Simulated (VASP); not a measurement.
# H21C10N3O2 in VASP: a series of runs, part 2 of 3

VASP 6.6.1. The steps go on from the part before.

### 3 Single point, r2SCAN+D3(BJ)

POSCAR reads:

```
H21C10N3O2
1.0
    7.1400370000      0.0000000000      0.0000000000
    0.0000000000      7.1400370000      0.0000000000
    0.0000000000      0.0000000000      7.1400370000
C O H N
10 2 21 3
Direct
    0.8254859184      0.3575611723      0.9114658650
    0.8613400743      0.1925620273      0.7752760945
    0.1825060570      0.0942151980      0.2456009682
    0.3136958534      0.2024639368      0.1104896235
    0.4824624858      0.5252073624      0.5575321248
    0.4176168835      0.7140019022      0.5546049691
   -0.0212603940      0.5525181452      0.3344100318
   -0.0658540005      0.6954025588      0.4699415423
    0.4093536210      0.6874614235      1.0460730105
    0.5926439877      0.7688475564      1.0987338021
    1.0536640076      0.1827861676      0.7159486709
    0.4901375161      0.2435141443      0.2007272511
    1.0446164355      0.0608400209      0.6666772175
    0.8191274079      0.0686691119      0.8560739951
    0.7731752651      0.2223657945      0.6570694242
    0.6784418624      0.3695359002      0.9485665130
    0.8928665216      0.3199423196      1.0408769590
    0.8943371022      0.4829106628      0.8587910679
    0.5423501307      0.1402653796      0.2729117510
    0.3367769663      0.1190329966     -0.0071288146
    0.2605868849      0.3373651985      0.0597335840
    0.0277309487      0.0785850269      0.1930382153
    0.2130661228     -0.0719183948      0.2423516853
    0.2051529985      0.1411897445      0.3991295843
    0.5180925533      0.4751656049      0.4156561093
    0.5982181885      0.4930226552      0.6629797577
    0.3813285561      0.4163283748      0.5958232429
   -0.0250979092      0.5762295069      0.1809794543
    0.1352514000      0.5235967265      0.3545219724
   -0.1064000089      0.4241574659      0.3468329366
    0.4280650086      0.5525881729      1.0125577781
    0.3413847855      0.6444224309      1.1719827222
    0.3368469939      0.7493938757      0.9346170055
    0.3676451537      0.8617462346      0.5925459490
   -0.0588932522      0.8222646465      0.5724620195
    0.7303323498      0.8555557905      1.1118149668
```

INCAR.step1 reads:

```
ALGO = Normal
EDIFF = 1E-4
ENCUT = 520
GGA = PE
ISMEAR = -1
LASPH = T
LCHARG = F
LREAL = Auto
LWAVE = T
NBANDS = 68
NELM = 100
PREC = Accurate
SIGMA = 0.02
```

INCAR.step2 reads:

```
ALGO = Normal
EDIFF = 1E-6
ENCUT = 520
ISIF = 2
ISMEAR = -1
ISTART = 1
IVDW = 12
LASPH = T
LCHARG = T
LELF = T
LMIXTAU = T
LREAL = Auto
LVHAR = T
LWAVE = F
METAGGA = R2SCAN
NBANDS = 68
NELM = 100
PREC = Accurate
SIGMA = 0.02
VDW_A1 = 0.49484001
VDW_A2 = 5.73083694
VDW_S6 = 1.0
VDW_S8 = 0.78981345
```

KPOINTS reads:

```
k-points
0
Gamma
  1 1 1
```

Potentials or basis: VASP PAW PBE potentials, release 64 (C, O, H, N).

Command:

```bash
cat potpaw_PBE.64/C/POTCAR potpaw_PBE.64/O/POTCAR potpaw_PBE.64/H/POTCAR potpaw_PBE.64/N/POTCAR > POTCAR
cp INCAR.step1 INCAR
mpirun -np 1 vasp_gam > vasp.out
cp INCAR.step2 INCAR
mpirun -np 1 vasp_gam > vasp.out
```

OUTCAR:

```text
EDIFF = 1E-6
   ENCUT = 520
   ISIF = 2
   ISMEAR = -1
   ISTART = 1
   IVDW = 12
   LASPH = T
   LREAL = Auto
   METAGGA = R2SCAN
   NELM = 100
   PREC = Accurate
 IVDW          = 12

 ion  position               nearest neighbor table
   1  0.825  0.358  0.911-  17 1.08  16 1.09  18 1.09   2 1.55
   2  0.861  0.193  0.775-  15 1.07  14 1.10  11 1.44   1 1.55
   3  0.183  0.094  0.246-  24 1.16  22 1.17  23 1.21   4 1.55
   4  0.314  0.202  0.110-  20 1.04  21 1.10  12 1.45   3 1.55
[... 337 lines left out ...]
  Total      -4.87926     2.71262    -1.90123    -4.88849     2.88314    -2.84038
  in kB     -21.47648    11.93981    -8.36844   -21.51713    12.69038   -12.50219
  external pressure =       -5.97 kB  Pullay stress =        0.00 kB

 VOLUME and BASIS-vectors are now :
 -----------------------------------------------------------------------------
  energy-cutoff  :      520.00
  volume of cell :      364.00
      direct lattice vectors                 reciprocal lattice vectors
     7.140037000  0.000000000  0.000000000     0.140055297  0.000000000  0.000000000
     0.000000000  7.140037000  0.000000000     0.000000000  0.140055297  0.000000000
     0.000000000  0.000000000  7.140037000     0.000000000  0.000000000  0.140055297

 POSITION                                       TOTAL-FORCE (eV/Angst)
 -----------------------------------------------------------------------------------
      5.89400      2.55300      6.50790         1.116425     -0.919173     -0.406809
      6.15000      1.37490      5.53550        -0.336852      1.564944      1.595523
      1.30310      0.67270      1.75360        -0.831835     -2.225974      0.135262
      2.23980      1.44560      0.78890        -0.358403     -0.312554      2.188613
      3.44480      3.75000      3.98080         1.139875     -1.894805     -0.131242
      2.98180      5.09800      3.95990         0.417688     -1.482320      1.162497
[... 28 lines left out ...]
      6.71954      5.87100      4.08740        -0.565948     -0.935272     -0.385737
      5.21460      6.10870      0.79836        -0.570387     -0.570272      0.369990
 -----------------------------------------------------------------------------------
    total drift:                                0.011419      0.012877      0.015380

  FREE ENERGIE OF THE ION-ELECTRON SYSTEM (eV)
  ---------------------------------------------------
  free  energy   TOTEN  =      -215.8535528491 eV

  energy  without entropy=     -215.8535528491  energy(sigma->0) =     -215.85355285
```

OUTCAR.step1:

```text
EDIFF = 1E-4
   ENCUT = 520
   GGA = PE
   ISMEAR = -1
   LASPH = T
[... 361 lines left out ...]
      3.44480      3.75000      3.98080         1.104352     -1.726891     -0.079208
      2.98180      5.09800      3.95990         0.609798     -2.017321      0.937340
[... 28 lines left out ...]
      6.71954      5.87100      4.08740        -0.514176     -0.358844      0.081219
      5.21460      6.10870      0.79836         0.046753     -0.160928      0.390625
 -----------------------------------------------------------------------------------
    total drift:                                0.009513      0.013392      0.013705

  FREE ENERGIE OF THE ION-ELECTRON SYSTEM (eV)
  ---------------------------------------------------
  free  energy   TOTEN  =      -202.0057992743 eV

  energy  without entropy=     -202.0057992743  energy(sigma->0) =     -202.00579927
```

OSZICAR.step1:

```text
N       E                     dE             d eps       ncg     rms          rms(c)
DAV:   1     0.614038774679E+03    0.61404E+03   -0.45915E+04   136   0.118E+03
DAV:   2    -0.149883945684E+03   -0.76392E+03   -0.73003E+03   172   0.275E+02
DAV:   3    -0.220412398576E+03   -0.70528E+02   -0.69930E+02   160   0.885E+01
DAV:   4    -0.221972871495E+03   -0.15605E+01   -0.15534E+01   184   0.150E+01
DAV:   5    -0.222005424770E+03   -0.32553E-01   -0.32532E-01   176   0.210E+00    0.253E+01
DAV:   6    -0.204997759190E+03    0.17008E+02   -0.32256E+01   160   0.184E+01    0.130E+01
DAV:   7    -0.202436379015E+03    0.25614E+01   -0.55253E+00   176   0.848E+00    0.671E+00
DAV:   8    -0.202035512059E+03    0.40087E+00   -0.96804E-01   168   0.424E+00    0.279E+00
DAV:   9    -0.201998785190E+03    0.36727E-01   -0.18869E-01   176   0.175E+00    0.631E-01
DAV:  10    -0.202002604869E+03   -0.38197E-02   -0.33111E-02   176   0.797E-01    0.309E-01
DAV:  11    -0.202004719913E+03   -0.21150E-02   -0.49862E-03   144   0.327E-01    0.161E-01
DAV:  12    -0.202005684774E+03   -0.96486E-03   -0.13220E-03   152   0.193E-01    0.565E-02
DAV:  13    -0.202005788923E+03   -0.10415E-03   -0.44187E-04   176   0.104E-01    0.255E-02
DAV:  14    -0.202005799274E+03   -0.10351E-04   -0.70145E-05   104   0.381E-02
   1 F= -.20200580E+03 E0= -.20200580E+03  d E =-.145531E-11
```

Wall time 3.7 min (1 thread of Intel Xeon Platinum 8259CL at 2.50GHz (Skylake/Cascade Lake), shared host); peak memory 0.45 GiB.

Results:

```
Free energy                : -215.8536 eV
Pressure                   : -0.6 GPa
Largest force              : 4.413 eV/Å
Band gap on the k mesh     : 4.82 eV
Dispersion energy per atom : -0.025 eV
```

Forces on the atoms (eV/Å):
```
C    1.116 -0.919 -0.407
C   -0.337  1.565  1.596
C   -0.832 -2.226  0.135
C   -0.358 -0.313  2.189
C    1.140 -1.895 -0.131
C    0.418 -1.482  1.162
C    1.409 -1.349 -0.483
C    0.611  1.182 -0.404
C    1.931  1.332  2.469
C   -0.670  0.742 -1.274
O   -0.980  1.197  1.041
O    0.164  0.579  0.096
H    0.928 -1.714 -0.980
H    0.041 -0.171 -0.680
H   -0.537 -0.540 -0.837
H   -0.115  0.221 -0.326
H    0.328 -0.020  0.539
H   -0.369  0.403 -0.081
H   -0.547 -0.072 -0.476
H    0.335 -0.946 -1.688
H   -0.198 -0.226  0.338
H    1.807  0.951  0.918
H    0.185  2.730  0.170
H   -0.770 -0.448 -1.849
H    0.479  0.177  0.269
H   -0.639  0.930 -1.172
H   -0.735  0.528  0.183
H   -0.532  1.064  0.723
H   -1.485 -0.292  0.247
H    0.479  0.208  0.498
H    1.353 -3.768 -1.856
H   -1.194  1.096  0.795
H   -0.848  1.257 -0.608
N   -0.441  1.723 -0.102
N   -0.566 -0.935 -0.386
N   -0.570 -0.570  0.370
```

Levels at points of the mesh, in eV from the valence-band top:
```
           k point  band 40  band 41  band 42  band 43  band 44  band 45  band 46  band 47  band 48  band 49
(0.00, 0.00, 0.00)    -1.90    -1.74    -1.52    -0.45     0.00     4.82     5.29     5.32     5.69     5.70
```

Caveat: the k points lie up to 0.88 Å⁻¹ apart; the PAW data sets were made with another functional, which shifts forces and pressure a little.

[end of part 2 of 3]
